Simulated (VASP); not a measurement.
# SnO (Pm) in VASP: notebook

SnO is run at these levels: PBE; tasks: single point.

Program: VASP 6.6.1. These are calculated values, not measurements. Logs are shortened: lines on timing, memory, paths and dates and some standing lists are left out, and cuts for length are marked.

## Step 1: The cell of the first run

It takes space group Pm (No. 6, monoclinic). The conventional cell has a = 3.868 Å, b = 3.868 Å, c = 5.067 Å, α = 90.00°, β = 90.00°, γ = 90.00°. Within 2.9 Å of Sn (site symmetry m) lie 4 O at 2.17 to 2.25 Å. Sn (site symmetry m) has 4 O at 2.20 to 2.53 Å within 2.9 Å. Within 2.9 Å of O (site symmetry m) lie 4 Sn at 2.17 to 2.53 Å and 4 O at 2.61 to 2.89 Å. O (site symmetry m) has 4 Sn at 2.25 Å and 4 O at 2.61 to 2.89 Å within 3.0 Å.

## Step 2: Single point, PBE (atom 3 (O) moved by (-0.200, +0.200) A along x and z)

The input, INCAR:

```
SYSTEM = SnO
PREC = Accurate
ENCUT = 520
EDIFF = 1E-6
ISMEAR = 0
SIGMA = 0.05
LREAL = .False.
LASPH = .True.
NELM = 80
ALGO = Normal
ISIF = 2
LWAVE = .False.
LCHARG = .True.
GGA = PE
LELF = .True.
LVHAR = .True.
NBANDS = 28
```

The input, KPOINTS:

```
regular mesh
0
Gamma
  10 10 8
  0 0 0
```

The input, POSCAR:

```
SnO
1.0
    3.8681707514      0.0000000000      0.0000000000
    0.0000000000      3.8681707514      0.0000000000
    0.0000000000      0.0000000000      5.0672768981
Sn O
2 2
Direct
    0.0000000000      0.5000000000      0.2287361932
    0.5000000000      0.0000000000      0.7712638068
   -0.0517040257      0.0000000000      0.0394689306
    0.5000000000      0.5000000000      0.0000000000
```

Potentials or basis: VASP PAW PBE potentials, release 64 (Sn_d, O).

Launch:

```sh
> cat potpaw_PBE.64/Sn_d/POTCAR potpaw_PBE.64/O/POTCAR > POTCAR
> mpirun -np 1 vasp_std > vasp.out
```

OUTCAR:

```text
SYSTEM = SnO
   PREC = Accurate
   ENCUT = 520
   EDIFF = 1E-6
   ISMEAR = 0
   LREAL = .False.
   LASPH = .True.
   NELM = 80
   ISIF = 2
   GGA = PE

 ion  position               nearest neighbor table
   1  0.000  0.500  0.229-   3 2.17   3 2.17   4 2.25   4 2.25   2 3.59   2 3.59   2 3.59   2 3.59

   2  0.500  0.000  0.771-   3 2.20   4 2.25   4 2.25   3 2.53   1 3.59   1 3.59   1 3.59   1 3.59

   3  0.948  0.000  0.039-   1 2.17   1 2.17   2 2.20   2 2.53
   4  0.500  0.500  0.000-   1 2.25   2 2.25   2 2.25   1 2.25

  LATTYP: Found a simple tetragonal cell.
 ALAT       =     3.8681707514
 C/A-ratio  =     1.3099930752

  Lattice vectors:

 A1 = (   3.8681707514,   0.0000000000,   0.0000000000)
 A2 = (   0.0000000000,   3.8681707514,   0.0000000000)
 A3 = (   0.0000000000,   0.0000000000,   5.0672768981)

Analysis of symmetry for initial positions (statically):
=====================================================================
 Subroutine PRICEL returns:
 Original cell was already a primitive cell.

 Routine SETGRP: Setting up the symmetry group for a
 simple tetragonal supercell.

 Subroutine GETGRP returns: Found  2 space group operations
 (whereof  2 operations were pure point group operations)
 out of a pool of 16 trial point group operations.

The static configuration has the point symmetry C_1h.

Analysis of symmetry for dynamics (positions and initial velocities):
=====================================================================
 Subroutine PRICEL returns:
 Original cell was already a primitive cell.

 Routine SETGRP: Setting up the symmetry group for a
 simple tetragonal supercell.

 Subroutine GETGRP returns: Found  2 space group operations
 (whereof  2 operations were pure point group operations)
 out of a pool of 16 trial point group operations.

The dynamic configuration has the point symmetry C_1h.

 Subroutine INISYM returns: Found  2 space group operations
 (whereof  2 operations are pure point group operations),
 and found     1 'primitive' translations

----------------------------------------------------------------------------------------

                                     Primitive cell

  volume of cell :      75.8204

  direct lattice vectors                    reciprocal lattice vectors
     3.868170751  0.000000000  0.000000000     0.258520129  0.000000000  0.000000000
     0.000000000  3.868170751  0.000000000     0.000000000  0.258520129  0.000000000
     0.000000000  0.000000000  5.067276898     0.000000000  0.000000000  0.197344653

  length of vectors
     3.868170751  3.868170751  5.067276898     0.258520129  0.258520129  0.197344653

  position of ions in fractional coordinates (direct lattice)
     0.000000000  0.500000000  0.228736193
     0.500000000  0.000000000  0.771263807
     0.948295974  0.000000000  0.039468931
     0.500000000  0.500000000  0.000000000

  ion indices of the primitive-cell ions
   primitive index   ion index
                 1           1
                 2           2
                 3           3
                 4           4

----------------------------------------------------------------------------------------

 KPOINTS: regular mesh

Automatic generation of k-mesh.
 Grid dimensions read from file:
 generate k-points for:   10   10    8

 Generating k-lattice:

  Cartesian coordinates                     Fractional coordinates (reciprocal lattice)
     0.025852013  0.000000000  0.000000000     0.100000000  0.000000000  0.000000000
     0.000000000  0.025852013  0.000000000     0.000000000  0.100000000  0.000000000
     0.000000000  0.000000000  0.024668082     0.000000000  0.000000000  0.125000000

  Length of vectors
     0.025852013  0.025852013  0.024668082

  Shift w.r.t. Gamma in fractional coordinates (k-lattice)
     0.000000000  0.000000000  0.000000000

 Subroutine IBZKPT returns following result:
 ===========================================

 Found    252 irreducible k-points:

 Following reciprocal coordinates:
            Coordinates               Weight
  0.000000  0.000000  0.000000      1.000000
  0.100000  0.000000  0.000000      2.000000
  0.000000  0.100000  0.000000      2.000000
  0.200000  0.000000  0.000000      2.000000
  0.000000  0.200000  0.000000      2.000000
  0.300000  0.000000  0.000000      2.000000
[... 16 lines left out ...]
 -0.200000  0.300000  0.000000      4.000000
  0.400000  0.200000  0.000000      4.000000
 [... further k-points ...]
   k-points           NKPTS =    252   k-points in BZ     NKDIM =    252   number of bands    NBANDS=     28
   number of dos      NEDOS =    301   number of ions     NIONS =      4
   total plane-waves  NPLWV =  36000
   dimension x,y,z NGX =    30 NGY =   30 NGZ =   40
   dimension x,y,z NGXF=    60 NGYF=   60 NGZF=   80
   ions per type =               2   2
   NGX,Y,Z   is equivalent  to a cutoff of  12.89, 12.89, 13.12 a.u.
   NGXF,Y,Z  is equivalent  to a cutoff of  25.79, 25.79, 26.25 a.u.
 SYSTEM =  SnO
   PREC   = accura    normal or accurate (medium, high low for compatibility)
   ISTART =      0    job   : 0-new  1-cont  2-samecut
   ICHARG =      2    charge: 1-file 2-atom 10-const
   ISPIN  =      1    spin polarized calculation?
   LNONCOLLINEAR =      F non collinear calculations
   LSORBIT =      F    spin-orbit coupling
   LASPH  =      T    aspherical Exc in radial PAW
   ENCUT  =  520.0 eV  38.22 Ry    6.18 a.u.   7.19  7.19  9.42*2*pi/ulx,y,z
   NELM   =     80;   NELMIN=  2; NELMDL= -5     # of ELM steps
   EDIFF  = 0.1E-05   stopping-criterion for ELM
   LREAL  =      F    real-space projection
   EDIFFG = 0.1E-04   stopping-criterion for IOM
   NSW    =      0    number of steps for IOM
   IBRION =     -1    ionic relax: 0-MD 1-quasi-New 2-CG
   NFREE  =      0    steps in history (QN), initial steepest desc. (CG)
   ISIF   =      2    stress and relaxation
   ISYM   =      2    0-nonsym 1-usesym 2-fastsym
   POTIM  = 0.5000    time-step for ionic-motion
   TEBEG  =    0.0;   TEEND  =   0.0 temperature during run
   PSTRESS=    0.0 pullay stress
   NELECT =      40.0000    total number of electrons
   NUPDOWN=      -1.0000    fix difference up-down
   EMIN   =  10.00;   EMAX   =-10.00  energy-range for DOS
   EFERMI =   0.00;   METHOD = LEGACY
   ISMEAR =     0;   SIGMA  =   0.05  broadening in eV -4-tet -1-fermi 0-gaus
   EFERMI_NEDOS =   21; number of points for ismear=-14 and -15
   IALGO  =     38    algorithm
   IMIX   =      4    mixing-type and parameters
     AMIX     =   0.40;   BMIX     =  1.00
     AMIX_MAG =   1.60;   BMIX_MAG =  1.00
  volume/ion in A,a.u.               =      18.96       127.92
  Fermi-wavevector in a.u.,A,eV,Ry     =   1.322816  2.499760 23.808057  1.749843
  Thomas-Fermi vector in A             =   2.452470
   LORBIT       =      0    0 simple, 1 ext, 2 COOP (PROOUT), +10 PAW based schemes
   GGA     = PE    functional components
   LHFCALC =     F    Hartree Fock is set to
   AEXX    =    0.0000 exact exchange contribution
   IVDW    =     0    specifies the selected vdW correction
   LEPSILON=     F    determine dielectric tensor
   LRPA    =     F    only Hartree local field effects (RPA)
 non-spin polarized calculation
 Gauss-broadening in eV      SIGMA  =   0.05
  energy-cutoff  :      520.00
  volume of cell :       75.82
 maximum number of plane-waves:      2060
 NGX is ok and might be reduce to    30
   NGX = 15   NGY = 15   NGZ = 19

 number of electron      39.9999994 magnetization

 Free energy of the ion-electron system (eV)
  ---------------------------------------------------
  ext. energy  EPLUGINS =         0.00000000
  ---------------------------------------------------
  free energy    TOTEN  =       -22.51242902 eV

  energy without entropy =      -22.51242902  energy(sigma->0) =      -22.51242902

 E-fermi :   6.3280     XC(G=0):  -9.8252

 val. band max:        6.1269189004   @ k =   0.1000   0.0000   0.0000
 cond. band min:       6.5370342017   @ k =   0.5000   0.5000   0.0000
 fundamental gap:      0.4101153014
 Fermi energy:         6.3280450931

 k-point     1 :       0.0000    0.0000    0.0000
  band No.  band energies     occupation
      1     -15.6437      2.00000
      2     -15.3789      2.00000
      3     -15.3474      2.00000
      4     -15.2958      2.00000
      5     -15.2781      2.00000
      6     -15.2441      2.00000
[... 20 lines left out ...]
     27      12.9668      0.00000
     28      13.7628      0.00000

 k-point     2 :       0.1000    0.0000    0.0000
  band No.  band energies     occupation
      1     -15.6403      2.00000
      2     -15.3871      2.00000
      3     -15.3479      2.00000
      4     -15.2930      2.00000
      5     -15.2778      2.00000
      6     -15.2419      2.00000
[... 20 lines left out ...]
     27      13.4512      0.00000
     28      14.2650      0.00000

 k-point     3 :       0.0000    0.1000    0.0000
  band No.  band energies     occupation
      1     -15.6368      2.00000
      2     -15.3775      2.00000
      3     -15.3506      2.00000
      4     -15.2972      2.00000
      5     -15.2794      2.00000
      6     -15.2385      2.00000
[... 20 lines left out ...]
     27      13.0532      0.00000
     28      14.5282      0.00000

 k-point     4 :       0.2000    0.0000    0.0000
  band No.  band energies     occupation
      1     -15.6306      2.00000
      2     -15.4125      2.00000
      3     -15.3495      2.00000
      4     -15.2867      2.00000
      5     -15.2769      2.00000
      6     -15.2380      2.00000
[... 20 lines left out ...]
     27      13.6876      0.00000
     28      15.7018      0.00000

 k-point     5 :       0.0000    0.2000    0.0000
  band No.  band energies     occupation
      1     -15.6178      2.00000
      2     -15.3813      2.00000
      3     -15.3573      2.00000
      4     -15.3062      2.00000
      5     -15.2792      2.00000
      6     -15.2240      2.00000
[... 20 lines left out ...]
     27      13.2666      0.00000
     28      15.9348      0.00000

 k-point     6 :       0.3000    0.0000    0.0000
  band No.  band energies     occupation
      1     -15.6151      2.00000
      2     -15.4542      2.00000
      3     -15.3516      2.00000
      4     -15.2803      2.00000
      5     -15.2755      2.00000
      6     -15.2375      2.00000
[... 463 lines left out ...]
      5     -15.2774      2.00000
      6     -15.2157      2.00000
[... 20 lines left out ...]
     27      14.8336      0.00000
     28      15.2559      0.00000

 k-point    22 :       0.3000    0.2000    0.0000
  band No.  band energies     occupation
      1     -15.6024      2.00000
      2     -15.4693      2.00000
      3     -15.3568      2.00000
      4     -15.3091      2.00000
      5     -15.2743      2.00000
      6     -15.2080      2.00000
[... 20 lines left out ...]
     27      14.2988      0.00000
     28      14.8805      0.00000

 k-point    23 :      -0.2000    0.3000    0.0000
  band No.  band energies     occupation
      1     -15.5911      2.00000
      2     -15.4547      2.00000
      3     -15.3573      2.00000
      4     -15.3236      2.00000
      5     -15.2727      2.00000
      6     -15.1951      2.00000
[... 20 lines left out ...]
     27      14.3719      0.00000
     28      14.8242      0.00000

 k-point    24 :       0.4000    0.2000    0.0000
  band No.  band energies     occupation
      1     -15.5891      2.00000
      2     -15.5134      2.00000
      3     -15.3567      2.00000
      4     -15.3086      2.00000
      5     -15.2717      2.00000
      6     -15.2019      2.00000
[... 20 lines left out ...]
     27      13.9619      0.00000
     28      14.5646      0.00000

 [... further k-points ...]

------------------------ aborting loop because EDIFF is reached ----------------------------------------

  FORCE on cell =-STRESS in cart. coord.  units (eV):
  Direction    XX          YY          ZZ          XY          YZ          ZX
  --------------------------------------------------------------------------------------
  -------------------------------------------------------------------------------------
  Total       -0.3193972      1.7805274      0.2862995      0.0000000      0.0000000      0.3148761
  in kB       -6.7492546     37.6247243      6.0498587      0.0000000      0.0000000      6.6537180
  external PRESSURE =      12.3084428 kB  Pullay stress =       0.0000000 kB

 VOLUME and BASIS-vectors are now :
 -----------------------------------------------------------------------------
  energy-cutoff  :      520.00
  volume of cell :       75.82
      direct lattice vectors                 reciprocal lattice vectors
     3.868170751  0.000000000  0.000000000     0.258520129  0.000000000  0.000000000
     0.000000000  3.868170751  0.000000000     0.000000000  0.258520129  0.000000000
     0.000000000  0.000000000  5.067276898     0.000000000  0.000000000  0.197344653

 POSITION                                       TOTAL-FORCE (eV/Angst)
 -----------------------------------------------------------------------------------
      0.00000      1.93409      1.15907        -0.110493      0.000000      0.839698
      1.93409      0.00000      3.90821        -0.021902      0.000000      0.311017
      3.66817      0.00000      0.20000         0.843745      0.000000     -1.031849
      1.93409      1.93409      0.00000        -0.711350      0.000000     -0.118866
 -----------------------------------------------------------------------------------
    total drift:                               -0.000002      0.000000     -0.000535

  FREE ENERGIE OF THE ION-ELECTRON SYSTEM (eV)
  ---------------------------------------------------
  free  energy   TOTEN  =       -22.5124290186 eV

  energy  without entropy=      -22.5124290186  energy(sigma->0) =      -22.51242902
```

Run time: 7.5 min. Hardware: 1 thread of Intel Xeon Platinum 8259CL at 2.50GHz (Skylake/Cascade Lake), shared host; peak memory 0.51 GiB.

What came out:

```yaml
Free_energy: -22.5124 eV
Pressure: 1.2 GPa
Largest_force: 1.333 eV/Å
Band_gap_on_the_k_mesh: 0.41 eV (least direct gap 1.80 eV)
```

Forces in eV/Å, atoms in the order of the input:
```
Sn  -0.110  0.000  0.840
Sn  -0.022  0.000  0.311
O    0.844  0.000 -1.032
O   -0.711  0.000 -0.119
```

Caveat: the cell differs from its parent crystal (atom 3 (O) moved by (-0.200, +0.200) A along x and z); semilocal functionals underestimate gaps, and a narrow one can read as zero; spin-orbit coupling is left out, which moves the levels of the heavy elements; forces of over 1 eV/Å act on the atoms, so gaps and moduli don't describe the material at rest.

## Step 3: Single point, PBE (atom 3 (O) moved by (-0.200, -0.100) A along x and z)

The input, INCAR:

```
  PREC = Accurate
  ENCUT = 520
  EDIFF = 1E-7
  ISMEAR = 0
  SIGMA = 0.05
  LREAL = F
  LASPH = T
  NELM = 60
  ALGO = Normal
  ISIF = 2
  LWAVE = F
  LCHARG = T
  GGA = PE
  LELF = T
  LVHAR = T
  NBANDS = 28
```

The input, KPOINTS:

```
Automatic mesh
0
Gamma
  10 10 8
```

Changes to POSCAR since step 2:

```diff
@@ -10,3 +10,3 @@
     0.5000000000      0.0000000000      0.7712638068
-   -0.0517040257      0.0000000000      0.0394689306
+   -0.0517040257      0.0000000000     -0.0197344653
     0.5000000000      0.5000000000      0.0000000000
```

Potentials or basis: VASP PAW PBE potentials, release 64 (Sn_d, O).

Launch:

```sh
> cat potpaw_PBE.64/Sn_d/POTCAR potpaw_PBE.64/O/POTCAR > POTCAR
> mpirun -np 1 vasp_std > vasp.out
```

It took 7.7 min on 1 thread of Intel Xeon Platinum 8259CL at 2.50GHz (Skylake/Cascade Lake), shared host; peak memory 0.51 GiB.

It converged, with:

| Item | Value |
| --- | --- |
| Free energy | -22.5003 eV |
| Pressure | 1.7 GPa |
| Largest force | 2.325 eV/Å |
| Band gap on the k mesh | 0.48 eV (least direct gap 1.87 eV) |

Forces in eV/Å, atoms in the order of the input:
```
Sn  -0.197  0.000 -0.283
Sn  -1.003  0.000 -0.876
O    2.021  0.000  1.150
O   -0.821  0.000  0.009
```

Stress tensor (GPa, compression positive):
```
 4.26  0.00  2.02
 0.00 -0.24  0.00
 2.02  0.00  1.05
```

Levels at points of the mesh, in eV from the valence-band top:
```tsv
k point	band 16	band 17	band 18	band 19	band 20	band 21	band 22	band 23	band 24	band 25
(0.00, 0.00, 0.00)	-5.71	-3.26	-2.93	-2.67	0.00	1.87	4.06	4.74	5.10	5.46
(0.50, 0.00, 0.00)	-4.64	-4.38	-3.93	-2.47	-2.26	2.83	3.73	5.44	5.52	5.91
(0.00, 0.50, 0.00)	-4.78	-4.41	-4.35	-2.32	-2.13	2.68	2.86	5.27	5.57	6.02
(0.50, 0.50, 0.00)	-4.72	-2.25	-2.22	-1.85	-1.55	0.48	0.56	4.45	4.59	6.81
(0.00, 0.00, 0.50)	-3.44	-3.28	-2.98	-2.67	-1.91	1.78	3.18	3.57	3.77	7.49
(0.50, 0.00, 0.50)	-4.74	-4.72	-3.90	-1.80	-1.35	2.42	2.70	5.13	5.65	6.30
(0.00, 0.50, 0.50)	-5.11	-4.51	-4.33	-1.59	-1.31	2.25	2.47	5.31	5.56	6.12
(0.50, 0.50, 0.50)	-5.05	-2.57	-2.32	-2.08	-2.07	2.48	2.63	3.73	3.73	5.42
```

Caveat: the cell differs from its parent crystal (atom 3 (O) moved by (-0.200, -0.100) A along x and z); semilocal functionals underestimate gaps, and a narrow one can read as zero; spin-orbit coupling is left out, which moves the levels of the heavy elements; forces of over 1 eV/Å act on the atoms, so gaps and moduli don't describe the material at rest.
